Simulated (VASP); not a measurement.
Write the native input for VASP 6.6.1 that does the following.

| Property | Result |
| --- | --- |
| Task | single point |
| Functional | PBE |
| Potentials or basis | VASP PAW PBE potentials, release 64 (Au) |
| Cutoff | 520 eV |
| k mesh | 12 × 12 × 1 |
| Occupations | fermi-dirac, width 0.05 eV |
| Spin | no spin polarisation |
| Dipole correction | no |
| Further INCAR settings | ALGO = Normal; EDIFF = 1e-06; NBANDS = 30 |

The structure of Au lies in POSCAR:

```
Au
1.0
    2.9400990585      0.0000000000      0.0000000000
    0.0000000000      2.9400990585      0.0000000000
    0.0000000000      0.0000000000     22.2369000000
Au
4
Direct
    0.2500000000      0.2500000000      0.3611398467
    0.7500000000      0.7500000000      0.4532804822
    0.2500000000      0.2500000000      0.5467195176
    0.7500000000      0.7500000000      0.6388601529
```

These files were run (other wordings do the same):

INCAR

```
SYSTEM = Au
ALGO     = Normal         ! electronic algorithm
EDIFF    = 1E-6           ! SCF threshold, eV
ENCUT    = 520            ! plane-wave cutoff, eV
GGA      = PE             ! functional
ISIF     = 2              ! what is computed and relaxed
ISMEAR   = -1             ! smearing method
LASPH    = .True.         ! aspherical terms in the spheres
LCHARG   = .False.        ! write CHGCAR
LREAL    = .False.        ! projectors in reciprocal space
LWAVE    = .False.        ! write WAVECAR
NBANDS   = 30             ! bands
NELM     = 60             ! most SCF steps
PREC     = Accurate       ! precision mode
SIGMA    = 0.05           ! smearing width, eV
```

KPOINTS

```
k-points
0
Gamma
  12 12 1
  0 0 0
```

Potentials or basis: VASP PAW PBE potentials, release 64 (Au).

Command:

```console
$ cat potpaw_PBE.64/Au/POTCAR > POTCAR
$ mpirun -np 1 vasp_std > vasp.out
```

It gave:

The largest force is 0.009 eV/Å and the band gap on the k mesh is zero (bands 22 and 23 overlap by 3.98 eV).

Caveat: spin-orbit coupling is left out, which moves the levels of the heavy elements.

Wall time 2.2 min on 1 thread of Intel(R) Xeon(R) Platinum 8488C (Sapphire Rapids), with other jobs on the host, peak memory 0.36 GiB.
